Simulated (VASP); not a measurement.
# BaTiO3 (P4mm) in VASP: single point with r2SCAN

Aim: the single point of BaTiO3 with r2SCAN.

Everything below comes from runs of VASP 6.6.1. Logs are shortened: lines on timing, memory, paths and dates and some standing lists are left out, and cuts for length are marked.

## Step 1: The cell of the first run

It takes space group P4mm (No. 99, tetragonal). Conventional cell: a = 3.947 Å, b = 3.947 Å, c = 3.964 Å, α = 90.00°, β = 90.00°, γ = 90.00°. Within 3.6 Å of Ba (site symmetry 4mm) lie 12 O at 2.75 to 2.84 Å and 8 Ti at 3.38 to 3.46 Å. Ti (site symmetry 4mm) has 6 O at 1.85 to 2.12 Å within 2.5 Å. O (site symmetry 4mm) has 2 Ti at 1.85 to 2.12 Å within 2.5 Å. Within 2.6 Å of O (site symmetry 2mm) lie 2 Ti at 1.98 Å. O (site symmetry 2mm) has 2 Ti at 1.98 Å within 2.6 Å.

## Step 2: Single point, r2SCAN, collinear spin, zero start

Input file POSCAR:

```
BaTiO3
1.0
    3.9468269200      0.0000000000      0.0000000000
    0.0000000000      7.8936538400      0.0000000000
    0.0000000000      0.0000000000      3.9637000300
Ba Ti O
2 2 6
Direct
    0.0000000000      0.0000000000      0.0000000000
    0.0000000000      0.5000000000      0.0000000000
    0.5000000000      0.2500000000      0.4820000000
    0.5000000000      0.7500000000      0.4820000000
    0.5000000000      0.2500000000      0.0160000000
    0.5000000000      0.7500000000      0.0160000000
    0.5000000000      0.0000000000      0.5150000000
    0.5000000000      0.5000000000      0.5150000000
    0.0000000000      0.2500000000      0.5150000000
    0.0000000000      0.7500000000      0.5150000000
```

Input file INCAR.step1:

```
ALGO = Normal
EDIFF = 1E-4
ENCUT = 520
GGA = PE
ISMEAR = -1
ISPIN = 2
LASPH = T
LCHARG = F
LMAXMIX = 4
LREAL = F
LWAVE = T
MAGMOM = 0 0 0 0 0 0 0 0 0 0
NBANDS = 55
NELM = 150
PREC = Accurate
SIGMA = 0.1
```

Input file INCAR.step2:

```
ALGO = Normal
EDIFF = 1E-6
ENCUT = 520
ISIF = 2
ISMEAR = -1
ISPIN = 2
ISTART = 1
LASPH = T
LCHARG = F
LMAXMIX = 4
LMIXTAU = T
LORBIT = 11
LREAL = F
LWAVE = F
MAGMOM = 0 0 0 0 0 0 0 0 0 0
METAGGA = R2SCAN
NBANDS = 55
NELM = 150
PREC = Accurate
SIGMA = 0.1
```

Input file KPOINTS:

```
Automatic mesh
0
Gamma
  5 3 5
  0.5 0 0.5
```

Potentials or basis: VASP PAW PBE potentials, release 64 (Ba_sv, Ti_sv, O).

On the command line:

```console
> cat potpaw_PBE.64/Ba_sv/POTCAR potpaw_PBE.64/Ti_sv/POTCAR potpaw_PBE.64/O/POTCAR > POTCAR
> cp INCAR.step1 INCAR
> mpirun -np 1 vasp_std > vasp.out
> cp INCAR.step2 INCAR
> mpirun -np 1 vasp_std > vasp.out
```

OUTCAR:

```text
EDIFF = 1E-6
   ENCUT = 520
   ISIF = 2
   ISMEAR = -1
   ISPIN = 2
   ISTART = 1
   LASPH = T
   LORBIT = 11
   LREAL = F
   METAGGA = R2SCAN
   NELM = 150
   PREC = Accurate

 ion  position               nearest neighbor table
   1  0.000  0.000  0.000-   7 2.75   9 2.75  10 2.75   7 2.75   5 2.79   5 2.79   6 2.79   6 2.79
                             7 2.84  10 2.84   7 2.84   9 2.84   4 3.38   3 3.38   4 3.38   3 3.38
   2  0.000  0.500  0.000-   8 2.75   9 2.75  10 2.75   8 2.75   5 2.79   5 2.79   6 2.79   6 2.79
                             8 2.84  10 2.84   8 2.84   9 2.84   4 3.38   3 3.38   4 3.38   3 3.38
   3  0.500  0.250  0.482-   5 1.85   7 1.98   8 1.98   9 1.98   9 1.98   5 2.12   2 3.38   1 3.38
                             2 3.38   1 3.38   2 3.46   2 3.46   1 3.46   1 3.46
   4  0.500  0.750  0.482-   6 1.85   7 1.98   8 1.98  10 1.98  10 1.98   6 2.12   2 3.38   1 3.38
                             2 3.38   1 3.38   2 3.46   2 3.46   1 3.46   1 3.46
   5  0.500  0.250  0.016-   3 1.85   3 2.12   1 2.79   2 2.79   1 2.79   2 2.79
   6  0.500  0.750  0.016-   4 1.85   4 2.12   1 2.79   2 2.79   1 2.79   2 2.79
   7  0.500  0.000  0.515-   3 1.98   4 1.98   1 2.75   1 2.75   1 2.84   1 2.84
   8  0.500  0.500  0.515-   3 1.98   4 1.98   2 2.75   2 2.75   2 2.84   2 2.84
   9  0.000  0.250  0.515-   3 1.98   3 1.98   1 2.75   2 2.75   2 2.84   1 2.84
  10  0.000  0.750  0.515-   4 1.98   4 1.98   1 2.75   2 2.75   2 2.84   1 2.84

  LATTYP: Found a simple orthorhombic cell.
 ALAT       =     3.9468269200
 B/A-ratio  =     1.0042751077
 C/A-ratio  =     2.0000000000

  Lattice vectors:

 A1 = (  -3.9468269200,   0.0000000000,   0.0000000000)
 A2 = (   0.0000000000,   0.0000000000,   3.9637000300)
 A3 = (   0.0000000000,   7.8936538400,   0.0000000000)

Analysis of symmetry for initial positions (statically):
=====================================================================
 Subroutine PRICEL returns following result:

  LATTYP: Found a simple tetragonal cell.
 ALAT       =     3.9468269200
 C/A-ratio  =     1.0042751077
[... 12 lines left out ...]
 Subroutine GETGRP returns: Found  4 space group operations
 (whereof  4 operations were pure point group operations)
 out of a pool of  8 trial point group operations.

The static configuration has the point symmetry C_2v.

Analysis of symmetry for dynamics (positions and initial velocities):
=====================================================================
 Subroutine PRICEL returns following result:

  LATTYP: Found a simple tetragonal cell.
 ALAT       =     3.9468269200
 C/A-ratio  =     1.0042751077
[... 12 lines left out ...]
 Subroutine GETGRP returns: Found  4 space group operations
 (whereof  4 operations were pure point group operations)
 out of a pool of  8 trial point group operations.

The dynamic configuration has the point symmetry C_2v.

Analysis of structural, dynamic, and magnetic symmetry:
=====================================================================
 Subroutine PRICEL returns following result:

  LATTYP: Found a simple tetragonal cell.
 ALAT       =     3.9468269200
 C/A-ratio  =     1.0042751077
[... 12 lines left out ...]
 Subroutine GETGRP returns: Found  4 space group operations
 (whereof  4 operations were pure point group operations)
 out of a pool of  8 trial point group operations.

The overall configuration has the point symmetry C_2v.

 Subroutine INISYM returns: Found  4 space group operations
 (whereof  4 operations are pure point group operations),
 and found     2 'primitive' translations

----------------------------------------------------------------------------------------

                                     Primitive cell

  volume of cell :      61.7443

  direct lattice vectors                    reciprocal lattice vectors
     3.946826920  0.000000000  0.000000000     0.253368090  0.000000000  0.000000000
     0.000000000  3.946826920  0.000000000     0.000000000  0.253368090  0.000000000
     0.000000000  0.000000000  3.963700030     0.000000000  0.000000000  0.252289526

  length of vectors
     3.946826920  3.946826920  3.963700030     0.253368090  0.253368090  0.252289526

  position of ions in fractional coordinates (direct lattice)
     0.000000000  0.000000000  0.000000000
     0.500000000  0.500000000  0.482000000
     0.500000000  0.500000000  0.016000000
     0.500000000  0.000000000  0.515000000
     0.000000000  0.500000000  0.515000000

  ion indices of the primitive-cell ions
   primitive index   ion index
                 1           1
                 2           3
                 3           5
                 4           7
                 5           9

----------------------------------------------------------------------------------------

 KPOINTS: Automatic mesh

Automatic generation of k-mesh.
 Grid dimensions read from file:
 generate k-points for:    5    3    5

 Generating k-lattice:

  Cartesian coordinates                     Fractional coordinates (reciprocal lattice)
     0.050673618  0.000000000  0.000000000     0.200000000  0.000000000  0.000000000
     0.000000000  0.042228015  0.000000000     0.000000000  0.333333333  0.000000000
     0.000000000  0.000000000  0.050457905     0.000000000  0.000000000  0.200000000

  Length of vectors
     0.050673618  0.042228015  0.050457905

  Shift w.r.t. Gamma in fractional coordinates (k-lattice)
     0.500000000  0.000000000  0.500000000

 Subroutine IBZKPT returns following result:
 ===========================================

 Found     18 irreducible k-points:

 Following reciprocal coordinates:
            Coordinates               Weight
  0.100000  0.000000  0.100000      4.000000
  0.300000  0.000000  0.100000      4.000000
  0.500000  0.000000  0.100000      2.000000
  0.100000  0.333333  0.100000      8.000000
  0.300000  0.333333  0.100000      8.000000
  0.500000  0.333333  0.100000      4.000000
[... 10 lines left out ...]
  0.300000  0.333333  0.500000      4.000000
  0.500000  0.333333  0.500000      2.000000
   k-points           NKPTS =     18   k-points in BZ     NKDIM =     18   number of bands    NBANDS=     55
   number of dos      NEDOS =    301   number of ions     NIONS =     10
   total plane-waves  NPLWV =  54000
   dimension x,y,z NGX =    30 NGY =   60 NGZ =   30
   dimension x,y,z NGXF=    60 NGYF=  120 NGZF=   60
   ions per type =               2   2   6
   NGX,Y,Z   is equivalent  to a cutoff of  12.64, 12.64, 12.58 a.u.
   NGXF,Y,Z  is equivalent  to a cutoff of  25.27, 25.27, 25.17 a.u.
 SYSTEM =  unknown system
   PREC   = accura    normal or accurate (medium, high low for compatibility)
   ISTART =      1    job   : 0-new  1-cont  2-samecut
   ICHARG =      0    charge: 1-file 2-atom 10-const
   ISPIN  =      2    spin polarized calculation?
   LNONCOLLINEAR =      F non collinear calculations
   LSORBIT =      F    spin-orbit coupling
   LASPH  =      T    aspherical Exc in radial PAW
   ENCUT  =  520.0 eV  38.22 Ry    6.18 a.u.   7.34 14.68  7.37*2*pi/ulx,y,z
   NELM   =    150;   NELMIN=  2; NELMDL=  0     # of ELM steps
   EDIFF  = 0.1E-05   stopping-criterion for ELM
   LREAL  =      F    real-space projection
   EDIFFG = 0.1E-04   stopping-criterion for IOM
   NSW    =      0    number of steps for IOM
   IBRION =     -1    ionic relax: 0-MD 1-quasi-New 2-CG
   NFREE  =      0    steps in history (QN), initial steepest desc. (CG)
   ISIF   =      2    stress and relaxation
   ISYM   =      2    0-nonsym 1-usesym 2-fastsym
   POTIM  = 0.5000    time-step for ionic-motion
   TEBEG  =    0.0;   TEEND  =   0.0 temperature during run
   PSTRESS=    0.0 pullay stress
   NELECT =      80.0000    total number of electrons
   NUPDOWN=      -1.0000    fix difference up-down
   EMIN   =  10.00;   EMAX   =-10.00  energy-range for DOS
   EFERMI =   0.00;   METHOD = LEGACY
   ISMEAR =    -1;   SIGMA  =   0.10  broadening in eV -4-tet -1-fermi 0-gaus
   EFERMI_NEDOS =   21; number of points for ismear=-14 and -15
   IALGO  =     38    algorithm
   IMIX   =      4    mixing-type and parameters
     AMIX     =   0.40;   BMIX     =  1.00
     AMIX_MAG =   1.60;   BMIX_MAG =  1.00
  volume/ion in A,a.u.               =      12.35        83.33
  Fermi-wavevector in a.u.,A,eV,Ry     =   1.416541  2.676875 27.301297  2.006589
  Thomas-Fermi vector in A             =   2.537865
   LORBIT       =     11    0 simple, 1 ext, 2 COOP (PROOUT), +10 PAW based schemes
   METAGGA = R2SCAN    functional components
   LHFCALC =     F    Hartree Fock is set to
   AEXX    =    0.0000 exact exchange contribution
   IVDW    =     0    specifies the selected vdW correction
   LEPSILON=     F    determine dielectric tensor
   LRPA    =     F    only Hartree local field effects (RPA)
 spin polarized calculation
  energy-cutoff  :      520.00
  volume of cell :      123.49
 maximum number of plane-waves:      3339
 NGX is ok and might be reduce to    30
   NGX = 15   NGY = 29   NGZ = 15

 number of electron      79.9999969 magnetization      -0.0000000

 number of electron      79.9999969 magnetization       0.0000000

 Free energy of the ion-electron system (eV)
  ---------------------------------------------------
  ext. energy  EPLUGINS =         0.00000000
  ---------------------------------------------------
  free energy    TOTEN  =      -148.31212247 eV

  energy without entropy =     -148.31212014  energy(sigma->0) =     -148.31212130

 E-fermi :   5.1203     XC(G=0): -12.1296

 val. band max:        3.8801805473   @ k =   0.5000   0.0000   0.5000
 cond. band min:       6.3651696174   @ k =   0.1000   0.0000   0.1000
 fundamental gap:      2.4849890701
 Fermi energy:         5.1203135286

 spin component 1

 k-point     1 :       0.1000    0.0000    0.1000
  band No.  band energies     occupation
      1     -54.7552      1.00000
      2     -54.7538      1.00000
      3     -30.0070      1.00000
      4     -29.9977      1.00000
      5     -29.9949      1.00000
      6     -29.9432      1.00000
[... 979 lines left out ...]
     51      12.1289      0.00000
     52      12.2278      0.00000
 Fermi energy:         5.1203135286

 spin component 2

 k-point     1 :       0.1000    0.0000    0.1000
  band No.  band energies     occupation
      1     -54.7552      1.00000
      2     -54.7537      1.00000
      3     -30.0070      1.00000
      4     -29.9977      1.00000
      5     -29.9949      1.00000
      6     -29.9432      1.00000
[... 979 lines left out ...]
     51      12.1289      0.00000
     52      12.2278      0.00000
 [bands above 52 left out]

------------------------ aborting loop because EDIFF is reached ----------------------------------------

  FORCE on cell =-STRESS in cart. coord.  units (eV):
  Direction    XX          YY          ZZ          XY          YZ          ZX
  --------------------------------------------------------------------------------------
  -------------------------------------------------------------------------------------
  Total        6.8703452      6.8694323      8.3811459      0.0000000      0.0000000      0.0000000
  in kB       89.1378595     89.1260159    108.7394285      0.0000000      0.0000000      0.0000000
  external PRESSURE =      95.6677680 kB  Pullay stress =       0.0000000 kB

 VOLUME and BASIS-vectors are now :
 -----------------------------------------------------------------------------
  energy-cutoff  :      520.00
  volume of cell :      123.49
      direct lattice vectors                 reciprocal lattice vectors
     3.946826920  0.000000000  0.000000000     0.253368090  0.000000000  0.000000000
     0.000000000  7.893653840  0.000000000     0.000000000  0.126684045  0.000000000
     0.000000000  0.000000000  3.963700030     0.000000000  0.000000000  0.252289526

 POSITION                                       TOTAL-FORCE (eV/Angst)
 -----------------------------------------------------------------------------------
      0.00000      0.00000      0.00000        -0.000000     -0.000000     -0.041945
      0.00000      3.94683      0.00000        -0.000000     -0.000000     -0.041945
      1.97341      1.97341      1.91050         0.000000     -0.000000      0.398049
      1.97341      5.92024      1.91050         0.000000     -0.000000      0.398049
      1.97341      1.97341      0.06342        -0.000000      0.000000      0.011756
      1.97341      5.92024      0.06342        -0.000000      0.000000      0.011756
      1.97341      0.00000      2.04131        -0.000000     -0.000000     -0.180561
      1.97341      3.94683      2.04131        -0.000000     -0.000000     -0.180561
      0.00000      1.97341      2.04131        -0.000000     -0.000000     -0.187299
      0.00000      5.92024      2.04131        -0.000000      0.000000     -0.187299
 -----------------------------------------------------------------------------------
    total drift:                                0.000000      0.000000     -0.005576

  FREE ENERGIE OF THE ION-ELECTRON SYSTEM (eV)
  ---------------------------------------------------
  free  energy   TOTEN  =      -148.3121224659 eV

  energy  without entropy=     -148.3121201421  energy(sigma->0) =     -148.31212130

 total charge

# of ion       s       p       d       tot
------------------------------------------
    1        2.022   5.678   0.333   8.032
    2        2.022   5.678   0.333   8.032
    3        2.222   6.297   1.707  10.225
    4        2.222   6.297   1.707  10.225
    5        1.574   3.521   0.000   5.095
    6        1.574   3.521   0.000   5.095
    7        1.569   3.520   0.000   5.089
    8        1.569   3.520   0.000   5.089
    9        1.569   3.520   0.000   5.089
   10        1.569   3.520   0.000   5.089
--------------------------------------------------
tot         17.912  45.073   4.079  67.064

 magnetization (x)

# of ion       s       p       d       tot
------------------------------------------
    1        0.000   0.000   0.000   0.000
    2        0.000   0.000   0.000   0.000
    3        0.000   0.000   0.000   0.000
    4        0.000   0.000   0.000   0.000
    5       -0.000  -0.000   0.000  -0.000
    6       -0.000  -0.000   0.000  -0.000
    7       -0.000  -0.000   0.000  -0.000
    8       -0.000  -0.000   0.000  -0.000
    9       -0.000  -0.000   0.000  -0.000
   10       -0.000  -0.000   0.000  -0.000
--------------------------------------------------
tot          0.000  -0.000   0.000  -0.000
```

Wall time 12 min (1 thread of Intel Xeon Platinum 8488C (Sapphire Rapids), shared host); peak memory 0.4 GiB.

What came out:

```yaml
Free_energy: -148.3121 eV
Pressure: 9.6 GPa
Largest_force: 0.398 eV/Å
Band_gap_on_the_k_mesh: 2.48 eV
Net_moment: 0.00 μB per cell
Valence_electrons_inside_the_program's_atomic_spheres: Ba 8.03; Ti 10.22; O 5.09
```

Forces in eV/Å, atoms in the order of the input:
```
Ba   0.000  0.000 -0.042
Ba   0.000  0.000 -0.042
Ti   0.000  0.000  0.398
Ti   0.000  0.000  0.398
O    0.000  0.000  0.012
O    0.000  0.000  0.012
O    0.000  0.000 -0.181
O    0.000  0.000 -0.181
O    0.000  0.000 -0.187
O    0.000  0.000 -0.187
```

Levels at points of the mesh, in eV from the valence-band top:
Spin up:
| k point | band 37 | band 38 | band 39 | band 40 | band 41 | band 42 | band 43 | band 44 |
| --- | --- | --- | --- | --- | --- | --- | --- | --- |
| (0.50, 0.00, 0.50) | -0.22 | -0.13 | -0.13 | 0.00 | 4.10 | 4.20 | 4.55 | 4.81 |
Spin down:
| k point | band 37 | band 38 | band 39 | band 40 | band 41 | band 42 | band 43 | band 44 |
| --- | --- | --- | --- | --- | --- | --- | --- | --- |
| (0.50, 0.00, 0.50) | -0.22 | -0.13 | -0.13 | 0.00 | 4.10 | 4.20 | 4.55 | 4.81 |

Caveat: the cell stands under pressure; the PAW data sets were made with another functional, which shifts forces and pressure a little; spin-orbit coupling is left out, which moves the levels of the heavy elements; a shifted mesh leaves out Γ, where band edges can lie.
